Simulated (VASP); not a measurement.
Crystal: Rb4CdS3.

```
Rb Cd S
1.0
    -4.15136    4.15136    4.15136
     4.15136   -4.15136    4.15136
     4.15136    4.15136   -4.15136
Rb Cd S
4 1 3
Direct
  0.66379 0.66379 0.66379
  0.33621 0.00000 0.00000
  0.00000 0.33621 0.00000
  0.00000 0.00000 0.33621
  0.00000 0.00000 0.00000
  0.50000 0.50000 0.00000
  0.50000 0.00000 0.50000
  0.00000 0.50000 0.50000
```

The cell was built from a structure type or drawn by symmetry, and may not be a known phase.

```yaml
Program: VASP 6.6.1
Task: relaxation of cell and atoms
Functional: PBE
Potentials_or_basis: VASP PAW PBE potentials, release 64 (Rb_sv, Cd, S)
Cutoff: 600 eV
k_mesh: 2 × 2 × 2
Occupations: gaussian, width 0.15 eV
Spin: no spin polarisation
```

At the start: pressure 8.9 GPa; volume 35.77 Å³/atom.

Q: How do energy, volume and symmetry change on relaxing?

A: Over 18 steps the energy falls by 1102.0 meV/atom and the volume is 33.82 Å³/atom (-5.5 %); space group I-43m (No. 217, to 0.1 Å) before, Im-3m (No. 229, to 0.1 Å).

Step by step:
```csv
step,energy change (eV),largest force (eV/Å),pressure (GPa),volume (Å³)
1,0.0000,6.6433,8.88,286.17
2,-5.8954,1.4166,-0.85,376.45
3,-6.0068,1.2154,-1.17,386.90
4,-6.1005,0.8935,-1.64,408.38
5,-6.5816,0.8985,-1.54,381.19
6,-7.7397,0.9347,-0.47,306.93
7,-5.9164,0.8769,14.70,188.63
8,-7.8344,1.0949,0.95,276.79
9,-7.8623,1.1060,2.87,249.82
10,-8.1580,0.8293,2.76,246.47
11,-8.4986,0.2401,3.02,238.17
12,-8.7401,0.1910,1.03,257.80
13,-8.7833,0.1561,-0.22,276.22
14,-8.7857,0.1618,-0.03,272.87
15,-8.7857,0.1631,0.01,272.14
16,-8.7911,0.1482,0.02,271.98
17,-8.8042,0.1035,0.03,271.51
18,-8.8163,0.0154,0.07,270.56
```

Final structure:
```
Rb Cd S
1.0
    -4.07443    4.07443    4.07443
     4.07443   -4.07443    4.07443
     4.07443    4.07443   -4.07443
Rb Cd S
4 1 3
Direct
  0.50127 0.50127 0.50127
  0.49873 0.00000 0.00000
  0.00000 0.49873 0.00000
  0.00000 0.00000 0.49873
  0.00000 0.00000 0.00000
  0.50000 0.50000 0.00000
  0.50000 0.00000 0.50000
  0.00000 0.50000 0.50000
```

Caveat: the k points lie up to 0.55 Å⁻¹ apart in the final cell.
